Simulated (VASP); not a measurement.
# Fe (Im-3m) in VASP: further runs, part 2 of 2

VASP 6.6.1. Earlier steps stand in the parts before.

### 4 Vibrations by perturbation theory, PBEsol, collinear spin, ferromagnetic start

INCAR reads:

```
SYSTEM = Fe
PREC = Accurate
ENCUT = 520
EDIFF = 1E-8
ISMEAR = -1
SIGMA = 0.05
LREAL = .FALSE.
LASPH = .TRUE.
NELM = 150
ALGO = Normal
ISIF = 2
LWAVE = .FALSE.
LCHARG = .FALSE.
ISPIN = 2
MAGMOM = 3
LORBIT = 11
LMAXMIX = 4
GGA = PS
IBRION = 8
NSW = 1
```

KPOINTS reads:

```
regular mesh
0
G
  10 10 10
  0 0 0
```

POSCAR reads:

```
Fe
1.0
   -1.4430000000      1.4430000000      1.4430000000
    1.4430000000     -1.4430000000      1.4430000000
    1.4430000000      1.4430000000     -1.4430000000
Fe
1
Direct
    0.0000000000      0.0000000000      0.0000000000
```

Potentials or basis: VASP PAW PBE potentials, release 64 (Fe).

Command:

```
cat potpaw_PBE.64/Fe/POTCAR > POTCAR
mpirun -np 1 vasp_std > vasp.out
```

OUTCAR:

```text
SYSTEM = Fe
   PREC = Accurate
   ENCUT = 520
   EDIFF = 1E-8
   ISMEAR = -1
   LREAL = .FALSE.
   LASPH = .TRUE.
   NELM = 150
   ISIF = 2
   ISPIN = 2
   LORBIT = 11
   GGA = PS
   IBRION = 8
   NSW = 1

 ion  position               nearest neighbor table
   1  0.000  0.000  0.000-

  LATTYP: Found a body centered cubic cell.
 ALAT       =     2.8860000000

  Lattice vectors:

 A1 = (  -1.4430000000,   1.4430000000,   1.4430000000)
 A2 = (   1.4430000000,  -1.4430000000,   1.4430000000)
[... 889 lines left out ...]
  1Y     0.000000    0.025716    0.000000
  1Z     0.000000    0.000000    0.025716

 Eigenvectors and eigenvalues of the dynamical matrix
 ----------------------------------------------------

   1 f/i=    0.335470 THz     2.107822 2PiTHz   11.190085 cm-1     1.387393 meV
             X         Y         Z           dx          dy          dz
      0.000000  0.000000  0.000000     1.000000    0.000000    0.000000

   2 f/i=    0.335470 THz     2.107822 2PiTHz   11.190085 cm-1     1.387393 meV
             X         Y         Z           dx          dy          dz
      0.000000  0.000000  0.000000     0.000000    1.000000    0.000000

   3 f/i=    0.335470 THz     2.107822 2PiTHz   11.190085 cm-1     1.387393 meV
             X         Y         Z           dx          dy          dz
      0.000000  0.000000  0.000000     0.000000    0.000000    1.000000

--------------------------------------------------------------------------------------------------------

 ELASTIC MODULI CONTR FROM IONIC RELAXATION (kBar)
 Direction    XX          YY          ZZ          XY          YZ          ZX
 --------------------------------------------------------------------------------
 XX           0.0000      0.0000      0.0000      0.0000      0.0000      0.0000
 YY           0.0000      0.0000      0.0000      0.0000      0.0000      0.0000
 ZZ           0.0000      0.0000      0.0000      0.0000      0.0000      0.0000
 XY           0.0000      0.0000      0.0000      0.0000      0.0000      0.0000
 YZ           0.0000      0.0000      0.0000      0.0000      0.0000      0.0000
 ZX           0.0000      0.0000      0.0000      0.0000      0.0000      0.0000
 --------------------------------------------------------------------------------

 total charge

# of ion       s       p       d       tot
------------------------------------------
    1        0.464   0.497   6.199   7.159

 magnetization (x)

# of ion       s       p       d       tot
------------------------------------------
    1       -0.016  -0.059   2.268   2.193
```

OSZICAR:

```text
N       E                     dE             d eps       ncg     rms          rms(c)
DAV:   1     0.178838382371E+02    0.17884E+02   -0.39500E+03  1946   0.951E+02
[... 29 lines left out ...]
RMM:   7    -0.152240467610E+00    0.20771E-06   -0.55884E-07  7091   0.664E-03    0.349E-03
RMM:   8    -0.152214382028E+00    0.26086E-04   -0.11226E-07  6723   0.313E-03    0.728E-04
RMM:   9    -0.152212241238E+00    0.21408E-05   -0.19568E-08  7287   0.136E-03    0.156E-04
RMM:  10    -0.152211842259E+00    0.39898E-06   -0.27627E-09  7488   0.463E-04    0.933E-05
RMM:  11    -0.152211107270E+00    0.73499E-06   -0.24689E-10  7432   0.143E-04    0.355E-05
RMM:  12    -0.152210939280E+00    0.16799E-06   -0.12991E-10  7500   0.628E-05    0.511E-06
RMM:  13    -0.152210947215E+00   -0.79346E-08   -0.58377E-11  7623   0.173E-05    0.203E-06
 Linear response finished
```

Run time: 40 s. Hardware: 1 thread of AMD EPYC 9R14 (Zen 4), shared host; peak memory 0.14 GiB.

Results:

| Property | Result |
| --- | --- |
| Net moment | 2.19 μB per cell |
| Site moments | Fe +2.19 μB |
| Valence electrons inside the program's atomic spheres | Fe 7.16 |

Caveat: some modes are imaginary; the PAW data sets were made with another functional, which shifts forces and pressure a little.

### 5 Elastic constants, LDA, collinear spin, ferromagnetic start

INCAR reads:

```
PREC = Accurate
ENCUT = 600
EDIFF = 1E-8
ISMEAR = -1
SIGMA = 0.05
LREAL = False
LASPH = True
NELM = 150
ALGO = Fast
ISIF = 3
LWAVE = False
LCHARG = True
ISPIN = 2
MAGMOM = 3
LORBIT = 11
LMAXMIX = 4
IBRION = 6
NFREE = 2
POTIM = 0.015
NSW = 1
```

KPOINTS reads:

```
regular mesh
0
Gamma
  10 10 10
```

POSCAR is that of step 4.

Potentials or basis: VASP PAW LDA potentials, release 64 (Fe).

Command:

```
cat potpaw_LDA.64/Fe/POTCAR > POTCAR
mpirun -np 1 vasp_std > vasp.out
```

Run time: 4.5 min. Hardware: 1 thread of Intel Xeon 6975P-C (Granite Rapids), shared host; peak memory 0.25 GiB.

It converged, with:

```yaml
Net_moment: 2.15 μB per cell
Site_moments: Fe +2.13 μB
Valence_electrons_inside_the_program's_atomic_spheres: Fe 7.17
Elastic_constants_C11_C12_C44: 238, 112, 73 GPa
Voigt_bulk_modulus: 154 GPa
```

Elastic tensor in Voigt notation (GPa, in the Cartesian axes of the cell as first typed):
```
238 112 112   0   0   0
112 238 112   0   0   0
112 112 238   0   0   0
  0   0   0  73   0   0
  0   0   0   0  73   0
  0   0   0   0   0  73
```

Clamped-ion elastic tensor (GPa):
```
238 112 112   0   0   0
112 238 112   0   0   0
112 112 238   0   0   0
  0   0   0  73   0   0
  0   0   0   0  73   0
  0   0   0   0   0  73
```

Caveat: the cell is under stress, which shifts elastic constants.

### 6 The runs side by side

| task | level | potentials or basis | k mesh | cutoff (eV) | ions in elastic constants | moment (μB) |
| --- | --- | --- | --- | --- | --- | --- |
| vibrations by perturbation theory | LDA | VASP PAW LDA potentials, release 64 (Fe) | 10 × 10 × 10 | 520 | - | 2.15 |
| vibrations by perturbation theory | PBEsol | VASP PAW PBE potentials, release 64 (Fe) | 12 × 12 × 12 | 520 | - | 2.32 |
| vibrations by perturbation theory | PBEsol | VASP PAW PBE potentials, release 64 (Fe) | 10 × 10 × 10 | 520 | - | 2.19 |
| elastic constants | LDA | VASP PAW LDA potentials, release 64 (Fe) | 10 × 10 × 10 | 600 | relaxed | 2.15 |

Alike in all rows: spin collinear, ferromagnetic start; cell as given; smearing fermi-dirac 0.05 eV.

Caveats: some modes are imaginary (some runs); the PAW data sets were made with another functional, which shifts forces and pressure a little (some runs); the cell is under stress, which shifts elastic constants (some runs).

Absolute energies hang on the potentials; compare differences alone.
